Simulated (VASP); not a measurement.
# Zn4SiN (F-43m) in VASP: single point with PBE

Aim: the single point of Zn4SiN with PBE.

All numbers are computed with VASP 6.6.1; they aren't measurements. Logs are shortened: lines on timing, memory, paths and dates and some standing lists are left out, and cuts for length are marked.

## 1. The cell of the first run

It takes space group F-43m (No. 216, cubic). Conventional cell: a = 6.968 Å, b = 6.968 Å, c = 6.968 Å, α = 90.00°, β = 90.00°, γ = 90.00°. Within 3.2 Å of Zn (site symmetry 3m) lie 6 Zn at 2.46 to 2.47 Å and 3 Si at 2.89 Å and 3 N at 2.89 Å. Within 3.8 Å of Si (site symmetry -43m) lie 12 Zn at 2.89 Å and 4 N at 3.02 Å. Within 3.8 Å of N (site symmetry -43m) lie 12 Zn at 2.89 Å and 4 Si at 3.02 Å.

## 2. Single point, PBE, collinear spin, ferromagnetic start

Input file INCAR:

```
  PREC = Accurate
  ENCUT = 520
  EDIFF = 1E-6
  ISMEAR = 0
  SIGMA = 0.1
  LREAL = False
  LASPH = True
  NELM = 150
  ALGO = Normal
  ISIF = 2
  LWAVE = False
  LCHARG = False
  ISPIN = 2
  MAGMOM = 0 0 0 0 0 1
  LORBIT = 11
  GGA = PE
  NBANDS = 42
```

Input file KPOINTS:

```
regular mesh
0
Gamma
  4 4 4
```

Input file POSCAR:

```
Zn4SiN
1.0
    0.0000000000      3.4838702300      3.4838702300
    3.4838702300      0.0000000000      3.4838702300
    3.4838702300      3.4838702300      0.0000000000
Zn Si N
4 1 1
Direct
    0.8748729900      0.3753810200      0.8748729900
    0.3753810200      0.8748729900      0.8748729900
    0.8748729900      0.8748729900      0.8748729900
    0.8748729900      0.8748729900      0.3753810200
    0.5000000000      0.5000000000      0.5000000000
    0.2500000000      0.2500000000      0.2500000000
```

Potentials or basis: VASP PAW PBE potentials, release 64 (Zn, Si, N).

Launch:

```console
cat potpaw_PBE.64/Zn/POTCAR potpaw_PBE.64/Si/POTCAR potpaw_PBE.64/N/POTCAR > POTCAR
mpirun -np 1 vasp_std > vasp.out
```

OUTCAR:

```text
PREC = Accurate
   ENCUT = 520
   EDIFF = 1E-6
   ISMEAR = 0
   LREAL = False
   LASPH = True
   NELM = 150
   ISIF = 2
   ISPIN = 2
   LORBIT = 11
   GGA = PE

 ion  position               nearest neighbor table
   1  0.875  0.375  0.875-   2 2.46   3 2.46   4 2.46   2 2.47   4 2.47   3 2.47   5 2.89   5 2.89
                             5 2.89
   2  0.375  0.875  0.875-   1 2.46   3 2.46   4 2.46   1 2.47   4 2.47   3 2.47   5 2.89   5 2.89
                             5 2.89
   3  0.875  0.875  0.875-   1 2.46   2 2.46   4 2.46   2 2.47   1 2.47   4 2.47   5 2.89   5 2.89
                             5 2.89
   4  0.875  0.875  0.375-   1 2.46   2 2.46   3 2.46   1 2.47   2 2.47   3 2.47   5 2.89   5 2.89
                             5 2.89
   5  0.500  0.500  0.500-   1 2.89   2 2.89   4 2.89   3 2.89   3 2.89   3 2.89   2 2.89   2 2.89
                             4 2.89   1 2.89   1 2.89   4 2.89
   6  0.250  0.250  0.250-

  LATTYP: Found a face centered cubic cell.
 ALAT       =     6.9677404600

  Lattice vectors:

 A1 = (   0.0000000000,   3.4838702300,   3.4838702300)
 A2 = (   3.4838702300,   0.0000000000,   3.4838702300)
 A3 = (   3.4838702300,   3.4838702300,   0.0000000000)

Analysis of symmetry for initial positions (statically):
=====================================================================
 Subroutine PRICEL returns:
 Original cell was already a primitive cell.

 Routine SETGRP: Setting up the symmetry group for a
 face centered cubic supercell.

 Subroutine GETGRP returns: Found 24 space group operations
 (whereof 24 operations were pure point group operations)
 out of a pool of 48 trial point group operations.

The static configuration has the point symmetry T_d .

Analysis of symmetry for dynamics (positions and initial velocities):
=====================================================================
 Subroutine PRICEL returns:
 Original cell was already a primitive cell.

 Routine SETGRP: Setting up the symmetry group for a
 face centered cubic supercell.

 Subroutine GETGRP returns: Found 24 space group operations
 (whereof 24 operations were pure point group operations)
 out of a pool of 48 trial point group operations.

The dynamic configuration has the point symmetry T_d .

Analysis of structural, dynamic, and magnetic symmetry:
=====================================================================
 Subroutine PRICEL returns:
 Original cell was already a primitive cell.

 Routine SETGRP: Setting up the symmetry group for a
 face centered cubic supercell.

 Subroutine GETGRP returns: Found 24 space group operations
 (whereof 24 operations were pure point group operations)
 out of a pool of 48 trial point group operations.

[... 131 lines left out ...]

 Free energy of the ion-electron system (eV)
  ---------------------------------------------------
  ext. energy  EPLUGINS =         0.00000000
  ---------------------------------------------------
  free energy    TOTEN  =       -12.87271442 eV

  energy without entropy =      -12.86160215  energy(sigma->0) =      -12.86715829

 E-fermi :   4.4159     XC(G=0): -11.4253

 val. band max:        4.4125095030   @ k =   0.5000   0.0000   0.0000
 cond. band min:       4.6111502305   @ k =   0.2500   0.2500   0.0000
 fundamental gap:      0.1986407274
 Fermi energy:         4.4158867603

 spin component 1

 k-point     1 :       0.0000    0.0000    0.0000
  band No.  band energies     occupation
      1      -9.7191      1.00000
      2      -6.1691      1.00000
      3      -4.6799      1.00000
      4      -4.6651      1.00000
      5      -4.6651      1.00000
      6      -4.6651      1.00000
[... 333 lines left out ...]
     39      14.0868      0.00000
     40      14.2239      0.00000
 Fermi energy:         4.4158867603

 spin component 2

 k-point     1 :       0.0000    0.0000    0.0000
  band No.  band energies     occupation
      1      -8.6236      1.00000
      2      -5.9011      1.00000
      3      -4.6641      1.00000
      4      -4.6641      1.00000
      5      -4.6641      1.00000
      6      -4.3186      1.00000
[... 333 lines left out ...]
     39      14.2136      0.00000
     40      14.2694      0.00000
 [bands above 40 left out]

------------------------ aborting loop because EDIFF is reached ----------------------------------------

  FORCE on cell =-STRESS in cart. coord.  units (eV):
  Direction    XX          YY          ZZ          XY          YZ          ZX
  --------------------------------------------------------------------------------------
  -------------------------------------------------------------------------------------
  Total        2.0538323      2.0538323      2.0538323      0.0000000      0.0000000     -0.0000000
  in kB       38.9098590     38.9098590     38.9098590      0.0000000      0.0000000     -0.0000000
  external PRESSURE =      38.9098590 kB  Pullay stress =       0.0000000 kB

 VOLUME and BASIS-vectors are now :
 -----------------------------------------------------------------------------
  energy-cutoff  :      520.00
  volume of cell :       84.57
      direct lattice vectors                 reciprocal lattice vectors
     0.000000000  3.483870230  3.483870230    -0.143518549  0.143518549  0.143518549
     3.483870230  0.000000000  3.483870230     0.143518549 -0.143518549  0.143518549
     3.483870230  3.483870230  0.000000000     0.143518549  0.143518549 -0.143518549

 POSITION                                       TOTAL-FORCE (eV/Angst)
 -----------------------------------------------------------------------------------
      4.35572      6.09589      4.35572        -0.050759      0.050759     -0.050759
      6.09589      4.35572      4.35572         0.050759     -0.050759     -0.050759
      6.09589      6.09589      6.09589         0.050759      0.050759      0.050759
      4.35572      4.35572      6.09589        -0.050759     -0.050759      0.050759
      3.48387      3.48387      3.48387         0.000000      0.000000      0.000000
      1.74194      1.74194      1.74194         0.000000      0.000000      0.000000
 -----------------------------------------------------------------------------------
    total drift:                                0.000011      0.000011      0.000012

  FREE ENERGIE OF THE ION-ELECTRON SYSTEM (eV)
  ---------------------------------------------------
  free  energy   TOTEN  =       -12.8727144166 eV

  energy  without entropy=      -12.8616021536  energy(sigma->0) =      -12.86715829

 total charge

# of ion       s       p       d       tot
------------------------------------------
    1        0.606   0.510   9.748  10.864
    2        0.606   0.510   9.748  10.864
    3        0.606   0.510   9.748  10.864
    4        0.606   0.510   9.748  10.864
    5        0.862   0.646   0.000   1.508
    6        1.356   2.018   0.000   3.374
--------------------------------------------------
tot          4.643   4.703  38.991  48.337

 magnetization (x)

# of ion       s       p       d       tot
------------------------------------------
    1       -0.001  -0.011   0.005  -0.007
    2       -0.001  -0.011   0.005  -0.007
    3       -0.001  -0.011   0.005  -0.007
    4       -0.001  -0.011   0.005  -0.007
    5       -0.004   0.026   0.000   0.022
    6        0.019   0.807   0.000   0.826
--------------------------------------------------
tot          0.011   0.789   0.021   0.821
```

stdout:

```text
POSCAR found type information on POSCAR ZnSiN
 POSCAR found :  3 types and       6 ions
 scaLAPACK will be used
 LDA part: xc-table for (Slater+PW92), standard interpolation
 POSCAR, INCAR and KPOINTS ok, starting setup
 FFT: planning ... GRIDC
 FFT: planning ... GRID_SOFT
 FFT: planning ... GRID
 WAVECAR not read
 entering main loop
```

Run time: 2.6 min. Hardware: 1 thread of Intel Xeon Platinum 8488C (Sapphire Rapids), shared host; peak memory 0.29 GiB.

What came out:

- Free energy: -12.8727 eV
- Pressure: 3.9 GPa
- Largest force: 0.088 eV/Å
- Net moment: 1.12 μB per cell
- Site moments: Zn -0.01; Si +0.02; N +0.83 μB
- Valence electrons inside the program's atomic spheres: Zn 10.86; Si 1.51; N 3.37

Forces in eV/Å, atoms in the order of the input:
```
Zn  -0.051  0.051 -0.051
Zn   0.051 -0.051 -0.051
Zn   0.051  0.051  0.051
Zn  -0.051 -0.051  0.051
Si   0.000  0.000  0.000
N    0.000  0.000  0.000
```

Levels at points of the mesh, in eV from the Fermi level:
Spin up:
```csv
k point,band 25,band 26,band 27,band 28,band 29,band 30,band 31,band 32,band 33,band 34
"(0.00, 0.00, 0.00)",-3.16,-3.16,-2.21,-1.88,-1.88,-1.88,1.48,1.48,1.48,1.63
"(0.50, 0.00, 0.00)",-3.61,-3.61,-1.95,-1.95,-1.21,0.46,1.25,1.25,3.90,4.02
"(0.50, 0.50, 0.00)",-4.81,-4.81,-1.01,-0.34,-0.28,-0.28,4.01,4.11,4.11,4.78
```
Spin down:
| k point | band 26 | band 27 | band 28 | band 29 | band 30 | band 31 |
| --- | --- | --- | --- | --- | --- | --- |
| (0.00, 0.00, 0.00) | -2.60 | -2.22 | -1.43 | -1.43 | -1.43 | 1.59 |
| (0.50, 0.00, 0.00) | -3.05 | -1.76 | -1.76 | 0.00 | 0.70 | 1.92 |
| (0.50, 0.50, 0.00) | -4.53 | -0.24 | 0.41 | 0.94 | 0.94 | 4.10 |

Caveat: the k points lie up to 0.39 Å⁻¹ apart.
